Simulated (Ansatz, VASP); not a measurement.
## One calculation of Al, two programs

The input INCAR:

```
SYSTEM = Al
ALGO     = Normal         ! electronic algorithm
EDIFF    = 1E-6           ! SCF threshold, eV
ENCUT    = 520            ! plane-wave cutoff, eV
GGA      = PS             ! functional
ISIF     = 2              ! what is computed and relaxed
ISMEAR   = 0              ! smearing method
LASPH    = .True.         ! aspherical terms in the spheres
LCHARG   = .False.        ! write CHGCAR
LREAL    = .False.        ! projectors in reciprocal space
LWAVE    = .False.        ! write WAVECAR
NBANDS   = 8              ! bands
NELM     = 100            ! most SCF steps
PREC     = Accurate       ! precision mode
SIGMA    = 0.1            ! smearing width, eV
```

Contents of KPOINTS:

```
k-points
0
Gamma
  18 18 18
  0 0 0
```

POSCAR

```
Al
1.0
   -1.5820691825      1.5820691825      1.5820691825
    1.5820691825     -1.5820691825      1.5820691825
    1.5820691825      1.5820691825     -1.5820691825
Al
1
Direct
    0.0000000000      0.0000000000      0.0000000000
```

Input for Ansatz:

```yaml
crystal:
  lattice:
    - [-1.5820691825, 1.5820691825, 1.5820691825]
    - [1.5820691825, -1.5820691825, 1.5820691825]
    - [1.5820691825, 1.5820691825, -1.5820691825]
  atoms:
    - { symbol: Al, position: [0.0, 0.0, 0.0] }
basis:
  ecutwfc: 420
kpoints:
  mp_grid: { grid: [18, 18, 18] }
hamiltonian:
  xc: pbesol
scf:
  occupations: { method: gaussian, width: 0.1 }
output:
  forces: true
  stress: true
  eigenvalues: true
```

Alike in both runs: task single point; functional PBEsol; k mesh 18 × 18 × 18; occupations gaussian, width 0.1 eV; no spin polarisation.

|  | VASP | Ansatz |
| --- | --- | --- |
| version | VASP 6.6.1 | Ansatz 0.2.0 |
| potentials or method | VASP PAW PBE potentials, release 64 (Al), cutoff 520 eV | scalar-relativistic, plane waves, PAW |
| valence electrons in the cell | 3 | 3 |

```tsv
	VASP	Ansatz	Ansatz less VASP
gap on the k mesh at the Fermi level (eV)	none	none	-
pressure (GPa)	3.8	3.7	-0.08
```

VASP's potentials were made for PBE, not for PBEsol. A gap of «none» marks a metal or a gap that the smearing closes.
